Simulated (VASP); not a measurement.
NaH, 4 atoms in the cell. The typed cell holds 4 atoms: a = 3.418 Å, b = 3.417 Å, c = 4.828 Å, α = 90.00°, β = 90.00°, γ = 90.00°. 

```yaml
Program: VASP 6.6.1
Task: single point
Functional: PBE
Potentials_or_basis: VASP PAW PBE potentials, release 64 (Na_pv, H)
Cutoff: 520 eV
k_mesh: 6 × 6 × 4
Occupations: gaussian, width 0.1 eV
Spin: no spin polarisation
Dipole_correction: no
Further_INCAR_settings: ALGO = Normal; EDIFF = 1e-07; NBANDS = 16
```

Potentials or basis: VASP PAW PBE potentials, release 64 (Na_pv, H).

Run with:

```bash
$ cat potpaw_PBE.64/Na_pv/POTCAR potpaw_PBE.64/H/POTCAR > POTCAR
$ mpirun -np 1 vasp_std > vasp.out
```

Hardware: 1 thread of AMD EPYC 7R43 64-Core Processor (Zen 3), on a shared host.

Q: Estimate the wall time of this run.

A: It took 68 s on 1 thread of AMD EPYC 7R43 64-Core Processor (Zen 3) (shared host), peak memory 0.15 GiB. Counts: scf iterations 13, k points 48.
